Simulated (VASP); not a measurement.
Set up this calculation in VASP 6.6.1, as the native input.

```
Task                   : single point
Functional             : r2SCAN
Potentials or basis    : VASP PAW PBE potentials, release 64 (Hf_pv, N)
Cutoff                 : 520 eV
k mesh                 : 18 × 18 × 18
Occupations            : gaussian, width 0.15 eV
Spin                   : no spin polarisation
Dipole correction      : no
Further INCAR settings : ALGO = Normal; EDIFF = 1e-06; NBANDS = 14
```

HfN:

```xyz
2
Lattice="0.0000 2.3042 2.2590 2.2138 0.0000 2.2590 2.2138 2.3042 0.0000" Properties=species:S:1:pos:R:3 pbc="T T T"
Hf    0.0000    0.0000    0.0000
N     2.2138    2.3042    2.2590
```

This cell differs from its parent crystal: strain -0.0200 x Voigt [1, -1, 0, 0, 0, 0].

These files were run (other wordings do the same):

POSCAR

```
HfN
1.0
    0.0000000000      2.3041800000      2.2590000000
    2.2138200000      0.0000000000      2.2590000000
    2.2138200000      2.3041800000      0.0000000000
Hf N
1 1
Direct
    0.0000000000      0.0000000000      0.0000000000
    0.5000000000      0.5000000000      0.5000000000
```

INCAR.step1

```
SYSTEM = HfN
ALGO = Normal
EDIFF = 1E-4
ENCUT = 520
GGA = PE
ISMEAR = 0
LASPH = .True.
LCHARG = .False.
LREAL = .False.
LWAVE = .True.
NBANDS = 14
NELM = 60
PREC = Accurate
SIGMA = 0.15
```

INCAR.step2

```
SYSTEM = HfN
ALGO = Normal
EDIFF = 1E-6
ENCUT = 520
ISIF = 2
ISMEAR = 0
ISTART = 1
LASPH = .True.
LCHARG = .True.
LELF = .True.
LMIXTAU = .True.
LREAL = .False.
LVHAR = .True.
LWAVE = .False.
METAGGA = R2SCAN
NBANDS = 14
NELM = 60
PREC = Accurate
SIGMA = 0.15
```

KPOINTS

```
k-points
0
Gamma
  18 18 18
  0 0 0
```

Potentials or basis: VASP PAW PBE potentials, release 64 (Hf_pv, N).

The run is started by

```console
$ cat potpaw_PBE.64/Hf_pv/POTCAR potpaw_PBE.64/N/POTCAR > POTCAR
$ cp INCAR.step1 INCAR
$ mpirun -np 1 vasp_std > vasp.out
$ cp INCAR.step2 INCAR
$ mpirun -np 1 vasp_std > vasp.out
```

Results of the run:

* Pressure: -0.4 GPa

Caveat: the cell differs from its parent crystal (strain -0.0200 x Voigt [1, -1, 0, 0, 0, 0]); the PAW data sets were made with another functional, which shifts forces and pressure a little.

Wall time 20 min on 1 thread of Oxide Virtual Turin-like Processor, with other jobs on the host, peak memory 0.36 GiB.
